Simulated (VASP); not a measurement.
**BeS: elastic constants with PBE**

BeS:

```
Be S
1.0
     0.00000    2.43806    2.43806
     2.43806    0.00000    2.43806
     2.43806    2.43806    0.00000
Be S
1 1
Direct
  0.50000 0.50000 0.50000
  0.25000 0.25000 0.25000
```

| Property | Result |
| --- | --- |
| Program | VASP 6.6.1 |
| Task | elastic constants |
| Functional | PBE |
| Potentials or basis | VASP PAW PBE potentials, release 64 (Be, S) |
| Cutoff | 600 eV |
| k mesh | 8 × 8 × 8 |
| Occupations | gaussian, width 0.01 eV |
| Spin | no spin polarisation |
| Dipole correction | no |
| Ions in elastic constants | relaxed |
| Further INCAR settings | ALGO = Normal; EDIFF = 1e-08; NBANDS = 11; IBRION = 6; POTIM = 0.015; NSW = 1; ISIF = 3 |

```yaml
Elastic_constants_C11_C12_C44: 157, 61, 82 GPa
Voigt_bulk_modulus: 93 GPa
Highest_phonon_frequency_at_Γ_LO-TO_splitting_left_out: 557 cm⁻¹
```

Phonon frequencies in cm⁻¹ (negative: imaginary):
```tsv
q point	frequencies
(0.000, 0.000, 0.000)	0 0 0 557 557 557
```

Elastic tensor in Voigt notation (GPa, in the Cartesian axes of the cell as first typed):
```
157  61  61   0   0   0
 61 157  61   0   0   0
 61  61 157   0   0   0
  0   0   0  82   0   0
  0   0   0   0  82   0
  0   0   0   0   0  82
```

Clamped-ion elastic tensor (GPa):
```
157  61  61   0   0   0
 61 157  61   0   0   0
 61  61 157   0   0   0
  0   0   0  93   0   0
  0   0   0   0  93   0
  0   0   0   0   0  93
```

It took 6.5 min on 1 thread of Intel(R) Xeon(R) 6975P-C (Granite Rapids), on a shared host, peak memory 0.23 GiB.
